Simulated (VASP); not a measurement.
## As2Se: relaxation of shape and atoms at fixed volume with PBEsol

The system is As2Se.

```
As Se
1.0
    -3.50435    3.50435    2.64154
     3.50435   -3.50435    2.64154
     3.50435    3.50435   -2.64154
As Se
4 2
Direct
  0.87500 0.12500 0.75000
  0.37500 0.12500 0.25000
  0.87500 0.62500 0.75000
  0.87500 0.12500 0.25000
  0.50000 0.50000 0.00000
  0.25000 0.75000 0.50000
```

This cell differs from its parent crystal: volume scaled by 1.03.

| Property | Result |
| --- | --- |
| Program | VASP 6.6.1 |
| Task | relaxation of shape and atoms at fixed volume |
| Functional | PBEsol |
| Potentials or basis | VASP PAW PBE potentials, release 64 (As, Se) |
| Cutoff | 600 eV |
| k mesh | 8 × 8 × 8 |
| Occupations | gaussian, width 0.1 eV |
| Spin | no spin polarisation |
| Dipole correction | no |
| Further INCAR settings | ALGO = Normal; EDIFF = 1e-06; IBRION = 2; EDIFFG = -0.01; NSW = 50; ISIF = 4 |

```yaml
Energy_gained_by_relaxing: 0.2 meV/atom
Ionic_steps: 3
Pressure_after_relaxing: -1.9 GPa
Band_gap_on_the_k_mesh: zero (band 16 reaches 5.13 eV, above the bottom of band 17 at 4.70 eV)
```

The path:
| step | energy change (eV) | largest force (eV/Å) | pressure (GPa) | volume (Å³) |
| --- | --- | --- | --- | --- |
| 1 | 0.0000 | 0.0000 | -2.05 | 129.76 |
| 2 | -0.0011 | 0.0000 | -1.98 | 129.76 |
| 3 | -0.0015 | 0.0000 | -1.92 | 129.76 |

Final structure:
```cif
data_structure
_symmetry_space_group_name_H-M 'P 1'
_symmetry_Int_Tables_number 1
_cell_length_a 5.6211
_cell_length_b 5.6211
_cell_length_c 5.6211
_cell_angle_alpha 102.620
_cell_angle_beta 102.620
_cell_angle_gamma 124.265
_cell_volume 129.76
loop_
_atom_site_label
_atom_site_type_symbol
_atom_site_fract_x
_atom_site_fract_y
_atom_site_fract_z
_atom_site_occupancy
As1 As 0.87500 0.12500 0.75000 1
As2 As 0.37500 0.12500 0.25000 1
As3 As 0.87500 0.62500 0.75000 1
As4 As 0.87500 0.12500 0.25000 1
Se1 Se 0.50000 0.50000 0.00000 1
Se2 Se 0.25000 0.75000 0.50000 1
```

Levels at points of the mesh, in eV from the Fermi level:
| k point | band 13 | band 14 | band 15 | band 16 | band 17 | band 18 | band 19 | band 20 |
| --- | --- | --- | --- | --- | --- | --- | --- | --- |
| (0.00, 0.00, 0.00) | -2.95 | -2.76 | -2.76 | -1.08 | 2.41 | 3.06 | 3.06 | 3.31 |
| (0.50, 0.00, 0.00) | -1.80 | -1.48 | -0.51 | -0.01 | 0.19 | 0.50 | 1.50 | 2.62 |
| (0.50, 0.50, 0.00) | -1.38 | -1.38 | -1.19 | -1.19 | -0.07 | -0.07 | 1.84 | 1.84 |
| (0.50, 0.50, 0.50) | -0.70 | -0.70 | -0.36 | -0.36 | 0.29 | 0.29 | 0.44 | 0.44 |

Wall time 4.8 min on 1 thread of Intel(R) Xeon(R) Platinum 8559C (Emerald Rapids), on a shared host, peak memory 0.44 GiB.

Caveat: the cell differs from its parent crystal (volume scaled by 1.03); the PAW data sets were made with another functional, which shifts forces and pressure a little.
